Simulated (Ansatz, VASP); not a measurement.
## One calculation of BN, two programs

```
CELL_PARAMETERS angstrom
1.25055 -2.16575 0.00548
-3.75151 -2.16558 -0.00096
-0.00871 0.01217 -6.88714
ATOMIC_POSITIONS crystal
B 0.49719 0.83342 0.74915
B 0.99710 0.33338 0.74910
B 0.00276 0.66660 0.25083
B 0.50289 0.16659 0.25094
N 0.50290 0.83322 0.25086
N 0.00284 0.33325 0.25095
N 0.99720 0.66675 0.74914
N 0.49710 0.16679 0.74903
```

Change from the starting cell: structure listed in a database for this formula (P6_3/mmc, No. 194); cell x2, atoms moved at random (sigma 0.15 Å) and cell strained at random (1.5 %), then relaxed without symmetry.

Alike in both runs: functional r2SCAN; k mesh 8 × 4 × 4; occupations gaussian, width 0.1 eV; no spin polarisation.

Ansatz relaxed the structure, and its values are those at the end. VASP's run is a single point on that final structure, the one shown.

|  | VASP | Ansatz |
| --- | --- | --- |
| version | VASP 6.6.1 | Ansatz 0.2.0 |
| potentials or method | VASP PAW PBE potentials, release 64 (B, N), cutoff 520 eV | scalar-relativistic, plane waves, PAW |
| valence electrons in the cell | 32 | 32 |

```tsv
	VASP	Ansatz	Ansatz less VASP
gap on the k mesh at the Fermi level (eV)	4.88	4.84	-0.038
least direct gap on the mesh (eV)	5.40	5.34	-0.058
pressure (GPa)	0.4	0.0	-0.37
rms of the force components (eV/Å)	0.006	0.006	0.0000
```

VASP's potentials were made for PBE, not for r2SCAN.
